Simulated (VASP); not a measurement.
Here is a VASP 6.6.1 calculation.

Contents of INCAR:

```
SYSTEM = W
  PREC = Accurate
  ENCUT = 520
  EDIFF = 1E-6
  ISMEAR = 0
  SIGMA = 0.026000000000000002
  LREAL = .False.
  LASPH = .True.
  NELM = 80
  ALGO = Normal
  ISIF = 2
  LWAVE = .False.
  LCHARG = .False.
  GGA = PE
  NBANDS = 13
```

Contents of KPOINTS:

```
regular mesh
0
Gamma
  12 12 12
  0 0 0
```

File POSCAR:

```
W
1.0
   -1.5823450000      1.5823450000      1.5823450000
    1.5823450000     -1.5823450000      1.5823450000
    1.5823450000      1.5823450000     -1.5823450000
W
1
Direct
    0.0000000000      0.0000000000      0.0000000000
```

Potentials or basis: VASP PAW PBE potentials, release 64 (W_sv).

Launch:

```sh
$ cat potpaw_PBE.64/W_sv/POTCAR > POTCAR
$ mpirun -np 1 vasp_std > vasp.out
```

Predict the band gap on the k mesh.

zero (bands 7 and 8 overlap by 6.39 eV).

What does it give for the pressure?

6.7 GPa.

Caveat: the cell stands under pressure; spin-orbit coupling is left out, which moves the levels of the heavy elements.
